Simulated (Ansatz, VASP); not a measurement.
## Ga: VASP beside Ansatz

```
Ga
1.0
     2.75021    0.00000    0.00000
     0.00000    2.75021    0.00000
     0.00000    0.00000    2.75021
Ga
1
Direct
  0.00000 0.00000 0.00000
```

Alike in both runs: functional revPBE; k mesh 11 × 11 × 11; occupations fermi-dirac, width 0.1 eV; no spin polarisation.

Ansatz relaxed the structure, and its values are those at the end. VASP's run is a single point on that final structure, the one shown.

|  | VASP | Ansatz |
| --- | --- | --- |
| version | VASP 6.6.1 | Ansatz 0.2.0 |
| potentials or method | VASP PAW PBE potentials, release 64 (Ga_d), cutoff 520 eV | plane waves (420 eV) with PAW, scalar-relativistic |
| valence electrons in the cell | 13 | 13 |

|  | VASP | Ansatz | Ansatz less VASP |
| --- | --- | --- | --- |
| pressure (GPa) | 0.1 | 0.0 | -0.07 |

VASP's potentials were made for PBE, not for revPBE.
